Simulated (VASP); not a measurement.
A run of VASP 6.6.1 is set up as follows.

The input INCAR:

```
ALGO     = Normal         # electronic algorithm
EDIFF    = 1E-6           # SCF threshold, eV
ENCUT    = 520            # plane-wave cutoff, eV
GGA      = PE             # functional
ISIF     = 2              # what is computed and relaxed
ISMEAR   = 0              # smearing method
LASPH    = True           # aspherical terms in the spheres
LCHARG   = False          # write CHGCAR
LREAL    = False          # projectors in reciprocal space
LWAVE    = False          # write WAVECAR
NBANDS   = 56             # bands
NELM     = 80             # most SCF steps
PREC     = Accurate       # precision mode
SIGMA    = 0.2            # smearing width, eV
```

File KPOINTS:

```
k-points
0
Gamma
  6 6 1
```

The input POSCAR:

```
Si2Sn
1.0
    4.0288347357      0.0004455616     -0.0002944554
   -2.0140279945      3.4934177885      0.0082935417
   -0.0014544346      0.0498921677     21.0069784118
Si Sn
8 4
Direct
    0.6659519681      0.3320076781      0.0882547643
    0.6661867403      0.3320357333      0.5882486853
   -0.0004207010     -0.0007688664      0.0563487479
   -0.0001287697     -0.0006734443      0.5563535451
    0.3340840969      0.6683992670      0.4117463055
    0.3339280894      0.6676523684      0.9117487089
    0.0004811155      0.0012168072      0.4436573229
    0.0002541813      0.0003247191      0.9436512231
    0.3327605635      0.6655528530      0.2864879289
    0.3328857840      0.6659862238      0.7864963258
    0.6668538201      0.3337165805      0.2135035257
    0.6671631117      0.3345500805      0.7135029168
```

Potentials or basis: VASP PAW PBE potentials, release 64 (Si, Sn_d).

The run is started by

```bash
$ cat potpaw_PBE.64/Si/POTCAR potpaw_PBE.64/Sn_d/POTCAR > POTCAR
$ mpirun -np 1 vasp_std > vasp.out
```

**Question.** What does it give for the band gap on the k mesh?

**Answer.** Zero (bands 44 and 45 overlap by 0.92 eV).

**Question.** Predict the largest force.

**Answer.** 0.015 eV/Å.

**Question.** What does it give for the pressure?

**Answer.** 0.0 GPa.

Forces in eV/Å, atoms in the order of the input:
```
Si   0.000  0.008 -0.007
Si   0.000  0.011 -0.006
Si   0.001 -0.010 -0.001
Si  -0.001 -0.011 -0.001
Si   0.001 -0.007  0.007
Si   0.001 -0.011  0.007
Si   0.000  0.007  0.000
Si  -0.001  0.014  0.001
Sn   0.000  0.007 -0.003
Sn  -0.001  0.014 -0.005
Sn   0.000 -0.006  0.004
Sn   0.001 -0.014  0.005
```

Caveat: spin-orbit coupling is left out, which moves the levels of the heavy elements.
